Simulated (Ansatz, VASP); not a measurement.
## Two plane-wave programs on C

```
C
1.0
     4.38111    0.00000    0.00000
    -2.19056    3.79415    0.00000
     0.00000    0.00000    1.28229
C
1
Direct
  0.00000 0.00000 0.00000
```

Alike in both runs: functional PBE; k mesh 18 × 18 × 42; occupations gaussian, width 0.1 eV; no spin polarisation.

Ansatz relaxed the structure, and its values are those at the end. VASP's run is a single point on that final structure, the one shown.

|  | VASP | Ansatz |
| --- | --- | --- |
| version | VASP 6.6.1 | Ansatz 0.2.0 |
| potentials or method | VASP PAW PBE potentials, release 64 (C), cutoff 600 eV | scalar-relativistic, plane waves, PAW |
| valence electrons in the cell | 4 | 4 |

|  | VASP | Ansatz | Ansatz less VASP |
| --- | --- | --- | --- |
| gap on the k mesh at the Fermi level (eV) | none | none | - |
| pressure (GPa) | -0.2 | 0.0 | +0.24 |

A gap of «none» marks a metal or a gap that the smearing closes. The functional is the same, so the differences come from potentials, cutoffs and numerics.
